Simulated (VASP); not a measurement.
# Si2Mo (MoSi2 type) (I4/mmm) in VASP: a series of runs, part 2 of 2

VASP 6.6.1. Earlier steps stand in the parts before.

## Step 4: Relaxation of shape and atoms at fixed volume, PBEsol

This run uses another cell than the first one, of 9.55 Å³/atom.

INCAR

```
SYSTEM = Si2Mo
PREC = Accurate ; ENCUT = 600
EDIFF = 1E-7 ; ISMEAR = -1
SIGMA = 0.05 ; LREAL = .FALSE.
LASPH = .TRUE. ; NELM = 60
ALGO = Normal ; ISIF = 4
LWAVE = .FALSE. ; LCHARG = .FALSE.
GGA = PS ; IBRION = 2
NSW = 50 ; EDIFFG = -0.005
```

KPOINTS

```
Automatic mesh
0
G
  14 14 14
  0 0 0
```

POSCAR

```
Si2Mo
1.0
   -1.4295506383      1.4295506383      3.5046354584
    1.4295506383     -1.4295506383      3.5046354584
    1.4295506383      1.4295506383     -3.5046354584
Mo Si
1 2
Direct
    0.0000000000      0.0000000000      0.0000000000
    0.3350738262      0.3350738262      0.0000000000
   -0.3350738262     -0.3350738262      0.0000000000
```

Potentials or basis: VASP PAW PBE potentials, release 64 (Mo_sv, Si).

The run is started by

```bash
$ cat potpaw_PBE.64/Mo_sv/POTCAR potpaw_PBE.64/Si/POTCAR > POTCAR
$ mpirun -np 1 vasp_std > vasp.out
```

OUTCAR:

```text
SYSTEM = Si2Mo
   PREC = Accurate
   ENCUT = 600
   EDIFF = 1E-7
   ISMEAR = -1
   LREAL = .FALSE.
   LASPH = .TRUE.
   NELM = 60
   ISIF = 4
   GGA = PS
   IBRION = 2
   NSW = 50
   EDIFFG = -0.005

 ion  position               nearest neighbor table
   1  0.000  0.000  0.000-   3 2.33   3 2.33   3 2.33   2 2.33   3 2.33   2 2.33   2 2.33   2 2.33
                             2 2.35   3 2.35
   2  0.335  0.335  0.000-   3 2.31   1 2.33   1 2.33   1 2.33   1 2.33   3 2.35   3 2.35   3 2.35
                             3 2.35   1 2.35
   3  0.665  0.665  0.000-   2 2.31   1 2.33   1 2.33   1 2.33   1 2.33   2 2.35   2 2.35   2 2.35
                             2 2.35   1 2.35

  LATTYP: Found a body centered tetragonal cell.
 ALAT       =     2.8591012766
 C/A-ratio  =     2.4515644039

  Lattice vectors:

 A1 = (  -1.4295506383,   1.4295506383,   3.5046354584)
 A2 = (   1.4295506383,  -1.4295506383,   3.5046354584)
 A3 = (   1.4295506383,   1.4295506383,  -3.5046354584)

Analysis of symmetry for initial positions (statically):
=====================================================================
 Subroutine PRICEL returns:
 Original cell was already a primitive cell.

 Routine SETGRP: Setting up the symmetry group for a
 body centered tetragonal supercell.

 Subroutine GETGRP returns: Found 16 space group operations
 (whereof 16 operations were pure point group operations)
 out of a pool of 16 trial point group operations.

The static configuration has the point symmetry D_4h.

Analysis of symmetry for dynamics (positions and initial velocities):
=====================================================================
 Subroutine PRICEL returns:
 Original cell was already a primitive cell.

 Routine SETGRP: Setting up the symmetry group for a
 body centered tetragonal supercell.

 Subroutine GETGRP returns: Found 16 space group operations
 (whereof 16 operations were pure point group operations)
 out of a pool of 16 trial point group operations.

[... 142 lines left out ...]
 number of electron      22.0000000 magnetization

 Free energy of the ion-electron system (eV)
  ---------------------------------------------------
  ext. energy  EPLUGINS =         0.00000000
  ---------------------------------------------------
  free energy    TOTEN  =       -21.18269346 eV

  energy without entropy =      -21.18095349  energy(sigma->0) =      -21.18182347

------------------------ aborting loop because EDIFF is reached ----------------------------------------

  FORCE on cell =-STRESS in cart. coord.  units (eV):
  Direction    XX          YY          ZZ          XY          YZ          ZX
  --------------------------------------------------------------------------------------
  -------------------------------------------------------------------------------------
  Total       25.1991741     25.1991741     29.0120199      0.0000000      0.0000000      0.0000000
  in kB     1409.2724433   1409.2724433   1622.5071485      0.0000000      0.0000000      0.0000000
  external PRESSURE =    1480.3506783 kB  Pullay stress =       0.0000000 kB
[... 209 lines left out ...]
--------------------------------------- Ionic step        7  -------------------------------------------

 number of electron      22.0000001 magnetization

 Free energy of the ion-electron system (eV)
  ---------------------------------------------------
  ext. energy  EPLUGINS =         0.00000000
  ---------------------------------------------------
  free energy    TOTEN  =       -21.24643339 eV

  energy without entropy =      -21.24427092  energy(sigma->0) =      -21.24535216

 E-fermi :  17.9801     XC(G=0): -14.2043

 val. band max:       17.9678835205   @ k =   0.0714   0.0714  -0.0000
 cond. band min:      17.9889193089   @ k =  -0.3571   0.4286   0.3571
 fundamental gap:      0.0210357884
 Fermi energy:        17.9801486454

 k-point     1 :       0.0000    0.0000    0.0000
  band No.  band energies     occupation
      1     -42.3232      2.00000
      2     -16.9057      2.00000
      3     -16.3769      2.00000
      4     -16.3769      2.00000
      5       1.7092      2.00000
      6       9.2865      2.00000
      7      12.9454      2.00000
      8      14.4079      2.00000
      9      14.4079      2.00000
     10      14.8125      2.00000
     11      18.8156      0.00000
     12      19.5257      0.00000
     13      23.2605      0.00000
     14      23.2605      0.00000
[... 401 lines left out ...]
      2     -16.9513      2.00000
      3     -16.8461      2.00000
      4     -16.4975      2.00000
      5       4.2010      2.00000
      6       9.2566      2.00000
      7      11.0983      2.00000
      8      13.3429      2.00000
      9      14.3445      2.00000
     10      15.0179      2.00000
     11      15.5190      2.00000
     12      20.5927      0.00000
     13      21.8178      0.00000
     14      23.1242      0.00000
     15      24.4565      0.00000

 [... further k-points ...]

------------------------ aborting loop because EDIFF is reached ----------------------------------------

  FORCE on cell =-STRESS in cart. coord.  units (eV):
  Direction    XX          YY          ZZ          XY          YZ          ZX
  --------------------------------------------------------------------------------------
  -------------------------------------------------------------------------------------
  Total       26.0197696     26.0197696     26.0109222      0.0000000      0.0000000      0.0000000
  in kB     1455.1645289   1455.1645289   1454.6697340      0.0000000      0.0000000      0.0000000
  external PRESSURE =    1454.9995972 kB  Pullay stress =       0.0000000 kB
[... 18 lines left out ...]
  FREE ENERGIE OF THE ION-ELECTRON SYSTEM (eV)
  ---------------------------------------------------
  free  energy   TOTEN  =       -21.2464333899 eV

  energy  without entropy=      -21.2442709223  energy(sigma->0) =      -21.24535216

 reached required accuracy - stopping structural energy minimisation
```

OSZICAR:

```text
N       E                     dE             d eps       ncg     rms          rms(c)
DAV:   1     0.150329283596E+03    0.15033E+03   -0.13133E+04  7328   0.162E+03
DAV:   2    -0.185850603388E+02   -0.16891E+03   -0.16673E+03  8916   0.386E+02
DAV:   3    -0.219396036874E+02   -0.33545E+01   -0.33291E+01  9371   0.493E+01
[... 54 lines left out ...]
       N       E                     dE             d eps       ncg     rms          rms(c)
DAV:   1    -0.212464395120E+02   -0.76595E-05   -0.29800E-04  8273   0.174E-01    0.156E-02
DAV:   2    -0.212464347934E+02    0.47186E-05   -0.90505E-06  8951   0.264E-02    0.789E-03
DAV:   3    -0.212464334118E+02    0.13816E-05   -0.31177E-06  8874   0.158E-02    0.413E-03
DAV:   4    -0.212464333899E+02    0.21958E-07   -0.89861E-08  5165   0.286E-03
   7 F= -.21246433E+02 E0= -.21245352E+02  d E =-.157744E-05
```

Run time: 12 min. Hardware: 1 thread of Oxide Virtual Turin-like, shared host; peak memory 0.25 GiB.

What came out:

| Quantity | Value |
| --- | --- |
| Free energy | -21.2464 eV |
| Energy gained by relaxing | 21.2 meV/atom |
| Ionic steps | 7 |
| Pressure after relaxing | 145.5 GPa |
| Band gap on the k mesh | zero (bands 11 and 12 overlap by 1.55 eV) |

Forces on the atoms (eV/Å):
```
Mo   0.000  0.000  0.000
Si   0.000  0.000  0.003
Si   0.000  0.000 -0.003
```

Step by step:
| step | energy change (eV) | largest force (eV/Å) | pressure (GPa) | volume (Å³) |
| --- | --- | --- | --- | --- |
| 1 | 0.0000 | 1.0915 | 148.04 | 28.65 |
| 2 | 0.0007 | 0.8937 | 143.54 | 28.65 |
| 3 | -0.0637 | 0.0146 | 145.46 | 28.65 |
| 4 | -0.0637 | 0.0324 | 145.51 | 28.65 |
| 5 | -0.0637 | 0.0276 | 145.53 | 28.65 |
| 6 | -0.0637 | 0.0055 | 145.51 | 28.65 |
| 7 | -0.0637 | 0.0029 | 145.50 | 28.65 |

Final structure:
```
CELL_PARAMETERS angstrom
-1.41582 1.41582 3.57292
1.41582 -1.41582 3.57292
1.41582 1.41582 -3.57292
ATOMIC_POSITIONS crystal
Mo 0.00000 0.00000 0.00000
Si 0.33122 0.33122 0.00000
Si 0.66878 0.66878 0.00000
```

Caveat: the PAW data sets were made with another functional, which shifts forces and pressure a little.

## Step 5: Relaxation of shape and atoms at fixed volume, PBEsol

This run uses another cell than the first one, of 10.61 Å³/atom.

INCAR

```
SYSTEM = Si2Mo
PREC = Accurate
ENCUT = 600
EDIFF = 1E-7
ISMEAR = -1
SIGMA = 0.05
LREAL = .False.
LASPH = .True.
NELM = 60
ALGO = Normal
ISIF = 4
LWAVE = .False.
LCHARG = .False.
GGA = PS
IBRION = 2
NSW = 50
EDIFFG = -0.005
```

KPOINTS

```
Automatic mesh
0
Gamma
  14 14 14
  0 0 0
```

POSCAR

```
Si2Mo
1.0
   -1.4806487374      1.4806487374      3.6299057393
    1.4806487374     -1.4806487374      3.6299057393
    1.4806487374      1.4806487374     -3.6299057393
Mo Si
1 2
Direct
    0.0000000000      0.0000000000      0.0000000000
    0.3350738262      0.3350738262      0.0000000000
   -0.3350738262     -0.3350738262      0.0000000000
```

The run is started by

```bash
$ cat potpaw_PBE.64/Mo_sv/POTCAR potpaw_PBE.64/Si/POTCAR > POTCAR
$ mpirun -np 1 vasp_std > vasp.out
```

Run time: 24 min. Hardware: 1 thread of Oxide Virtual Turin-like, shared host; peak memory 0.28 GiB.

It converged, with:

- Free energy: -23.4361 eV
- Energy gained by relaxing: 8.9 meV/atom
- Ionic steps: 7
- Pressure after relaxing: 79.7 GPa
- Band gap on the k mesh: zero (bands 11 and 12 overlap by 1.24 eV)

Forces in eV/Å, atoms in the order of the input:
```
Mo   0.000  0.000  0.000
Si   0.000  0.000  0.003
Si   0.000  0.000 -0.003
```

The path:
| step | energy change (eV) | largest force (eV/Å) | pressure (GPa) | volume (Å³) |
| --- | --- | --- | --- | --- |
| 1 | 0.0000 | 0.6755 | 81.01 | 31.83 |
| 2 | -0.0097 | 0.3384 | 78.82 | 31.83 |
| 3 | -0.0263 | 0.0732 | 79.68 | 31.83 |
| 4 | -0.0263 | 0.0837 | 79.70 | 31.83 |
| 5 | -0.0264 | 0.0547 | 79.71 | 31.83 |
| 6 | -0.0266 | 0.0074 | 79.71 | 31.83 |
| 7 | -0.0266 | 0.0028 | 79.69 | 31.83 |

Final structure:
```
Mo Si
1.0
    -1.47168    1.47168    3.67427
     1.47168   -1.47168    3.67427
     1.47168    1.47168   -3.67427
Mo Si
1 2
Direct
  0.00000 0.00000 0.00000
  0.33229 0.33229 0.00000
  0.66771 0.66771 0.00000
```

Levels at points of the mesh, in eV from the Fermi level:
| k point | band 7 | band 8 | band 9 | band 10 | band 11 | band 12 | band 13 | band 14 | band 15 |
| --- | --- | --- | --- | --- | --- | --- | --- | --- | --- |
| (0.00, 0.00, 0.00) | -4.33 | -3.27 | -3.27 | -3.26 | 0.67 | 2.12 | 4.66 | 4.66 | 4.88 |
| (0.50, 0.00, 0.00) | -6.00 | -5.03 | -3.59 | -3.14 | -0.82 | 3.28 | 3.61 | 4.52 | 5.92 |
| (0.50, 0.50, 0.00) | -6.73 | -5.41 | -5.10 | -4.24 | -0.85 | 3.41 | 3.80 | 3.91 | 3.95 |
| (0.50, 0.50, 0.50) | -4.99 | -3.13 | -0.81 | -0.81 | -0.28 | -0.28 | 0.88 | 5.38 | 5.91 |

Caveat: the PAW data sets were made with another functional, which shifts forces and pressure a little.

## Step 6: Overview

| task | cell | cutoff (eV) | gap on the mesh (eV) | pressure (GPa) |
| --- | --- | --- | --- | --- |
| single point | a = 4.514 Å, angles 138.6, 138.6, 60.0°, 3 atoms | 520 | none | 0.4 |
| relaxation of shape and atoms at fixed volume | relaxed from a = 3.849 Å, angles 138.6, 138.6, 60.0°, 3 atoms | 600 | none | 285.3 |
| relaxation of shape and atoms at fixed volume | relaxed from a = 4.046 Å, angles 138.6, 138.6, 60.0°, 3 atoms | 600 | none | 145.5 |
| relaxation of shape and atoms at fixed volume | relaxed from a = 4.191 Å, angles 138.6, 138.6, 60.0°, 3 atoms | 600 | none | 79.7 |

Alike in all rows: level PBEsol; potentials or basis VASP PAW PBE potentials, release 64 (Mo_sv, Si); no spin polarisation; k mesh 14 × 14 × 14; smearing fermi-dirac 0.05 eV.

Caveats: the PAW data sets were made with another functional, which shifts forces and pressure a little.

Absolute energies hang on the potentials; compare differences alone.

The gap in the log of VASP goes by the Fermi energy; the results here count the filled bands.